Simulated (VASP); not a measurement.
# Li12Cl3O4 (a cell with a defect) in VASP: notebook

Li12Cl3O4 (a cell with a defect) is run at these levels: PBEsol; tasks: single point.

Program: VASP 6.6.1. These are calculated values, not measurements. Logs are shortened: lines on timing, memory, paths and dates and some standing lists are left out, and cuts for length are marked.

### 1 The cell of the first run

The cell holds a defect, 19 atoms: a = 6.650 Å, b = 6.650 Å, c = 6.650 Å, α = 109.47°, β = 109.47°, γ = 109.47°.

### 2 Single point, PBEsol (atoms taken out, then relaxed in part)

INCAR

```
SYSTEM = Li12Cl3O4
PREC = Accurate ; ENCUT = 520
EDIFF = 1E-6 ; ISMEAR = 0
SIGMA = 0.05 ; LREAL = Auto
LASPH = .True. ; NELM = 100
ALGO = Normal ; ISIF = 2
LWAVE = .False. ; LCHARG = .False.
GGA = PS ; NELECT = 80.0
NBANDS = 56
```

KPOINTS

```
regular mesh
0
Gamma
  4 4 4
  0 0 0
```

POSCAR

```
Li12Cl3O4
1.0
   -3.8395493761      3.8395493761      3.8395493761
    3.8395493761     -3.8395493761      3.8395493761
    3.8395493761      3.8395493761     -3.8395493761
Li Cl O
12 3 4
Direct
    0.4977394926      0.7500000000      0.7477394926
    0.0330469413      0.2500000000      0.7830469413
    0.0022605074      0.7500000000      0.2522605074
    0.4669530587      0.2500000000      0.2169530587
    0.7500000000      0.5330469413      0.7830469413
    0.2500000000     -0.0022605074      0.7477394926
    0.2500000000      0.5022605074      0.2522605074
    0.7500000000     -0.0330469413      0.2169530587
    0.7500000000      0.7500000000      0.5000000000
    0.2500000000      0.2500000000      0.5000000000
    0.2500000000      0.7500000000      0.0000000000
    0.7500000000      0.2500000000      0.0000000000
   -0.2500000000      0.2500000000      0.5000000000
    0.0000000000      0.0000000000      0.0000000000
    0.5000000000      0.5000000000      0.0000000000
    0.4819699686      0.5180300314      0.5000000000
    0.0180300314     -0.0180300314      0.5000000000
    0.0180300314      0.5180300314      0.0360600628
    0.4819699686     -0.0180300314     -0.0360600628
```

Potentials or basis: VASP PAW PBE potentials, release 64 (Li_sv, Cl, O).

On the command line:

```console
cat potpaw_PBE.64/Li_sv/POTCAR potpaw_PBE.64/Cl/POTCAR potpaw_PBE.64/O/POTCAR > POTCAR
mpirun -np 1 vasp_std > vasp.out
```

OUTCAR:

```text
SYSTEM = Li12Cl3O4
   PREC = Accurate
   ENCUT = 520
   EDIFF = 1E-6
   ISMEAR = 0
   LREAL = Auto
   LASPH = .True.
   NELM = 100
   ISIF = 2
   GGA = PS
   NELECT = 80.0

 ion  position               nearest neighbor table
   1  0.498  0.750  0.748-  16 1.79  19 1.79   5 2.56   8 2.56
   2  0.033  0.250  0.783-  18 2.06  17 2.06  13 2.17  14 2.54  15 2.54   7 2.56   6 2.56
   3  0.002  0.750  0.252-  17 1.79  18 1.79   5 2.56   8 2.56
   4  0.467  0.250  0.217-  19 2.06  16 2.06  13 2.17  15 2.54  14 2.54   7 2.56   6 2.56
   5  0.750  0.533  0.783-  18 2.06  16 2.06  13 2.17  15 2.54  14 2.54   3 2.56   1 2.56
   6  0.250  0.998  0.748-  17 1.79  19 1.79   2 2.56   4 2.56
   7  0.250  0.502  0.252-  16 1.79  18 1.79   2 2.56   4 2.56
   8  0.750  0.967  0.217-  19 2.06  17 2.06  13 2.17  14 2.54  15 2.54   3 2.56   1 2.56
   9  0.750  0.750  0.500-  16 1.93  17 1.93
  10  0.250  0.250  0.500-  16 1.93  17 1.93
  11  0.250  0.750  0.000-  18 1.93  19 1.93
  12  0.750  0.250  0.000-  18 1.93  19 1.93
  13  0.750  0.250  0.500-   2 2.17   4 2.17   5 2.17   8 2.17
  14  0.000  0.000  0.000-   2 2.54   8 2.54   5 2.54   4 2.54
  15  0.500  0.500  0.000-   4 2.54   5 2.54   2 2.54   8 2.54
  16  0.482  0.518  0.500-   1 1.79   7 1.79   9 1.93  10 1.93   5 2.06   4 2.06
  17  0.018  0.982  0.500-   3 1.79   6 1.79   9 1.93  10 1.93   2 2.06   8 2.06
  18  0.018  0.518  0.036-   3 1.79   7 1.79  11 1.93  12 1.93   5 2.06   2 2.06
  19  0.482  0.982  0.964-   1 1.79   6 1.79  11 1.93  12 1.93   4 2.06   8 2.06

  LATTYP: Found a body centered cubic cell.
 ALAT       =     7.6790987522

  Lattice vectors:

 A1 = (  -3.8395493761,   3.8395493761,   3.8395493761)
 A2 = (   3.8395493761,  -3.8395493761,   3.8395493761)
 A3 = (   3.8395493761,   3.8395493761,  -3.8395493761)

Analysis of symmetry for initial positions (statically):
=====================================================================
 Subroutine PRICEL returns:
 Original cell was already a primitive cell.

 Routine SETGRP: Setting up the symmetry group for a
 body centered cubic supercell.

 Subroutine GETGRP returns: Found 16 space group operations
 (whereof  8 operations were pure point group operations)
 out of a pool of 48 trial point group operations.

The static configuration has the point symmetry D_2d.
 The point group associated with its full space group is D_4h.

Analysis of symmetry for dynamics (positions and initial velocities):
=====================================================================
 Subroutine PRICEL returns:
 Original cell was already a primitive cell.

 Routine SETGRP: Setting up the symmetry group for a
 body centered cubic supercell.

 Subroutine GETGRP returns: Found 16 space group operations
 (whereof  8 operations were pure point group operations)
 out of a pool of 48 trial point group operations.

The dynamic configuration has the point symmetry D_2d.
 The point group associated with its full space group is D_4h.

 Subroutine INISYM returns: Found 16 space group operations
 (whereof  8 operations are pure point group operations),
 and found     1 'primitive' translations

----------------------------------------------------------------------------------------

                                     Primitive cell

  volume of cell :     226.4127

  direct lattice vectors                    reciprocal lattice vectors
    -3.839549376  3.839549376  3.839549376     0.000000000  0.130223615  0.130223615
     3.839549376 -3.839549376  3.839549376     0.130223615  0.000000000  0.130223615
     3.839549376  3.839549376 -3.839549376     0.130223615  0.130223615  0.000000000

  length of vectors
     6.650294598  6.650294598  6.650294598     0.184164003  0.184164003  0.184164003

  position of ions in fractional coordinates (direct lattice)
     0.497739493  0.750000000  0.747739493
     0.033046941  0.250000000  0.783046941
     0.002260507  0.750000000  0.252260507
     0.466953059  0.250000000  0.216953059
     0.750000000  0.533046941  0.783046941
     0.250000000  0.997739493  0.747739493
[... 11 lines left out ...]
     0.018030031  0.518030031  0.036060063
     0.481969969  0.981969969  0.963939937

  ion indices of the primitive-cell ions
   primitive index   ion index
                 1           1
                 2           2
                 3           3
                 4           4
                 5           5
                 6           6
[... 11 lines left out ...]
                18          18
                19          19

----------------------------------------------------------------------------------------

 KPOINTS: regular mesh

Automatic generation of k-mesh.
 Grid dimensions read from file:
 generate k-points for:    4    4    4

 Generating k-lattice:

  Cartesian coordinates                     Fractional coordinates (reciprocal lattice)
     0.000000000  0.032555904  0.032555904     0.250000000  0.000000000  0.000000000
     0.032555904  0.000000000  0.032555904     0.000000000  0.250000000  0.000000000
     0.032555904  0.032555904  0.000000000     0.000000000  0.000000000  0.250000000

  Length of vectors
     0.046041001  0.046041001  0.046041001

  Shift w.r.t. Gamma in fractional coordinates (k-lattice)
     0.000000000  0.000000000  0.000000000

 Subroutine IBZKPT returns following result:
 ===========================================

 Found     13 irreducible k-points:

 Following reciprocal coordinates:
            Coordinates               Weight
  0.000000  0.000000  0.000000      1.000000
  0.250000  0.000000  0.000000      8.000000
  0.000000  0.000000  0.250000      4.000000
  0.500000  0.000000  0.000000      4.000000
  0.000000  0.000000  0.500000      2.000000
  0.250000  0.250000  0.000000      8.000000
  0.000000  0.250000  0.250000     16.000000
  0.250000  0.250000  0.250000      2.000000
 -0.250000  0.250000  0.250000      4.000000
  0.250000  0.250000 -0.250000      2.000000
  0.500000  0.500000  0.250000      4.000000
  0.250000  0.500000  0.500000      8.000000
  0.500000  0.500000  0.500000      1.000000
   k-points           NKPTS =     13   k-points in BZ     NKDIM =     13   number of bands    NBANDS=     56
   number of dos      NEDOS =    301   number of ions     NIONS =     19
   total plane-waves  NPLWV = 125000
   dimension x,y,z NGX =    50 NGY =   50 NGZ =   50
   dimension x,y,z NGXF=   100 NGYF=  100 NGZF=  100
   ions per type =              12   3   4
   NGX,Y,Z   is equivalent  to a cutoff of  12.50, 12.50, 12.50 a.u.
   NGXF,Y,Z  is equivalent  to a cutoff of  25.00, 25.00, 25.00 a.u.
 SYSTEM =  Li12Cl3O4
   PREC   = accura    normal or accurate (medium, high low for compatibility)
   ISTART =      0    job   : 0-new  1-cont  2-samecut
   ICHARG =      2    charge: 1-file 2-atom 10-const
   ISPIN  =      1    spin polarized calculation?
   LNONCOLLINEAR =      F non collinear calculations
   LSORBIT =      F    spin-orbit coupling
   LASPH  =      T    aspherical Exc in radial PAW
   ENCUT  =  520.0 eV  38.22 Ry    6.18 a.u.  12.37 12.37 12.37*2*pi/ulx,y,z
   NELM   =    100;   NELMIN=  2; NELMDL= -5     # of ELM steps
   EDIFF  = 0.1E-05   stopping-criterion for ELM
   LREAL  =      T    real-space projection
   EDIFFG = 0.1E-04   stopping-criterion for IOM
   NSW    =      0    number of steps for IOM
   IBRION =     -1    ionic relax: 0-MD 1-quasi-New 2-CG
   NFREE  =      0    steps in history (QN), initial steepest desc. (CG)
   ISIF   =      2    stress and relaxation
   ISYM   =      2    0-nonsym 1-usesym 2-fastsym
   POTIM  = 0.5000    time-step for ionic-motion
   TEBEG  =    0.0;   TEEND  =   0.0 temperature during run
   PSTRESS=    0.0 pullay stress
   NELECT =      80.0000    total number of electrons
   NUPDOWN=      -1.0000    fix difference up-down
   EMIN   =  10.00;   EMAX   =-10.00  energy-range for DOS
   EFERMI =   0.00;   METHOD = LEGACY
   ISMEAR =     0;   SIGMA  =   0.05  broadening in eV -4-tet -1-fermi 0-gaus
   EFERMI_NEDOS =   21; number of points for ismear=-14 and -15
   IALGO  =     38    algorithm
   IMIX   =      4    mixing-type and parameters
     AMIX     =   0.40;   BMIX     =  1.00
     AMIX_MAG =   1.60;   BMIX_MAG =  1.00
  volume/ion in A,a.u.               =      11.92        80.42
  Fermi-wavevector in a.u.,A,eV,Ry     =   1.157367  2.187107 18.224994  1.339499
  Thomas-Fermi vector in A             =   2.293979
   LORBIT       =      0    0 simple, 1 ext, 2 COOP (PROOUT), +10 PAW based schemes
   GGA     = PS    functional components
   LHFCALC =     F    Hartree Fock is set to
   AEXX    =    0.0000 exact exchange contribution
   IVDW    =     0    specifies the selected vdW correction
   LEPSILON=     F    determine dielectric tensor
   LRPA    =     F    only Hartree local field effects (RPA)
 non-spin polarized calculation
 Gauss-broadening in eV      SIGMA  =   0.05
  energy-cutoff  :      520.00
  volume of cell :      226.41
 maximum number of plane-waves:      6108
 NGX is ok and might be reduce to    50
   NGX = 25   NGY = 25   NGZ = 25

 number of electron      80.0000024 magnetization

 Free energy of the ion-electron system (eV)
  ---------------------------------------------------
  ext. energy  EPLUGINS =         0.00000000
  ---------------------------------------------------
  free energy    TOTEN  =       -85.44521439 eV

  energy without entropy =      -85.44521439  energy(sigma->0) =      -85.44521439

 E-fermi :   1.6786     XC(G=0):  -8.7873

 val. band max:        1.3467498655   @ k =   0.0000   0.0000   0.0000
 cond. band min:       4.6031099333   @ k =   0.0000   0.0000   0.0000
 fundamental gap:      3.2563600678
 Fermi energy:         1.6785954611

 k-point     1 :       0.0000    0.0000    0.0000
  band No.  band energies     occupation
      1     -41.5903      2.00000
      2     -41.5623      2.00000
      3     -41.5614      2.00000
      4     -41.5614      2.00000
      5     -41.5558      2.00000
      6     -41.5558      2.00000
[... 44 lines left out ...]
     51       9.0706      0.00000
     52       9.0773      0.00000

 k-point     2 :       0.2500    0.0000    0.0000
  band No.  band energies     occupation
      1     -41.5868      2.00000
      2     -41.5683      2.00000
      3     -41.5670      2.00000
      4     -41.5621      2.00000
      5     -41.5533      2.00000
      6     -41.5515      2.00000
[... 44 lines left out ...]
     51       9.0753      0.00000
     52       9.0934      0.00000

 k-point     3 :       0.0000    0.0000    0.2500
  band No.  band energies     occupation
      1     -41.5874      2.00000
      2     -41.5699      2.00000
      3     -41.5615      2.00000
      4     -41.5615      2.00000
      5     -41.5573      2.00000
      6     -41.5521      2.00000
[... 44 lines left out ...]
     51       9.1691      0.00000
     52       9.3903      0.00000
[... 441 lines left out ...]
 k-point    12 :       0.2500    0.5000    0.5000
  band No.  band energies     occupation
      1     -41.5791      2.00000
      2     -41.5752      2.00000
      3     -41.5712      2.00000
      4     -41.5613      2.00000
      5     -41.5531      2.00000
      6     -41.5526      2.00000
[... 44 lines left out ...]
     51       9.5322      0.00000
     52       9.7092      0.00000

 k-point    13 :       0.5000    0.5000    0.5000
  band No.  band energies     occupation
      1     -41.5778      2.00000
      2     -41.5778      2.00000
      3     -41.5631      2.00000
      4     -41.5618      2.00000
      5     -41.5611      2.00000
      6     -41.5538      2.00000
[... 44 lines left out ...]
     51      10.0003      0.00000
     52      10.0003      0.00000
 [bands above 52 left out]

------------------------ aborting loop because EDIFF is reached ----------------------------------------

  FORCE on cell =-STRESS in cart. coord.  units (eV):
  Direction    XX          YY          ZZ          XY          YZ          ZX
  --------------------------------------------------------------------------------------
  -------------------------------------------------------------------------------------
  Total        1.6576955      1.6576955     -9.2010243      0.0000000      0.0000000     -0.0000000
  in kB       11.7304477     11.7304477    -65.1097457      0.0000000      0.0000000     -0.0000000
  external PRESSURE =     -13.8829501 kB  Pullay stress =       0.0000000 kB

 VOLUME and BASIS-vectors are now :
 -----------------------------------------------------------------------------
  energy-cutoff  :      520.00
  volume of cell :      226.41
      direct lattice vectors                 reciprocal lattice vectors
    -3.839549376  3.839549376  3.839549376     0.000000000  0.130223615  0.130223615
     3.839549376 -3.839549376  3.839549376     0.130223615  0.000000000  0.130223615
     3.839549376  3.839549376 -3.839549376     0.130223615  0.130223615  0.000000000

 POSITION                                       TOTAL-FORCE (eV/Angst)
 -----------------------------------------------------------------------------------
      3.83955      1.90242      1.91977        -0.000000      0.014243      0.000000
      3.83955      2.17355     -1.91977        -0.000000      0.016957     -0.000000
      3.83955     -1.90242      1.91977        -0.000000     -0.014243      0.000000
     -0.00000      1.66600      1.91977        -0.000000     -0.016957      0.000000
      2.17355      3.83955      1.91977         0.016957      0.000000     -0.000000
      5.74197     -0.00000      1.91977         0.014243      0.000000      0.000000
[... 11 lines left out ...]
      2.05823     -1.78132      1.91977        -0.030610     -0.030610     -0.000000
      5.62087      1.78132      1.91977         0.030610      0.030610      0.000000
 -----------------------------------------------------------------------------------
    total drift:                                0.000000      0.000000      0.000000

  FREE ENERGIE OF THE ION-ELECTRON SYSTEM (eV)
  ---------------------------------------------------
  free  energy   TOTEN  =       -85.4452143923 eV

  energy  without entropy=      -85.4452143923  energy(sigma->0) =      -85.44521439
```

Wall time 6.1 min (1 thread of Oxide Virtual Turin-like, shared host); peak memory 0.37 GiB.

Results:

```
Free energy   : -85.4452 eV
Largest force : 0.043 eV/Å
```

Forces on the atoms (eV/Å):
```
Li   0.000  0.014  0.000
Li   0.000  0.017  0.000
Li   0.000 -0.014  0.000
Li   0.000 -0.017  0.000
Li   0.017  0.000  0.000
Li   0.014  0.000  0.000
Li  -0.014  0.000  0.000
Li  -0.017  0.000  0.000
Li   0.000  0.000  0.000
Li   0.000  0.000  0.000
Li   0.000  0.000  0.000
Li   0.000  0.000  0.000
Cl   0.000  0.000  0.000
Cl   0.000  0.000  0.000
Cl   0.000  0.000  0.000
O   -0.031  0.031  0.000
O    0.031 -0.031  0.000
O   -0.031 -0.031  0.000
O    0.031  0.031  0.000
```

Caveat: the cell carries a net charge on a neutralising background, which shifts energy and pressure; the cell differs from its parent crystal (atoms taken out, then relaxed in part); the cell is charged against a uniform background, so pressure and absolute levels hang on convention; the cutoff is under 1.25 times the usual one of these potentials, so pressure, stress and relaxed cells hold a basis-set (Pulay) error; the PAW data sets were made with another functional, which shifts forces and pressure a little.

(Continued in part 2 of 2.)
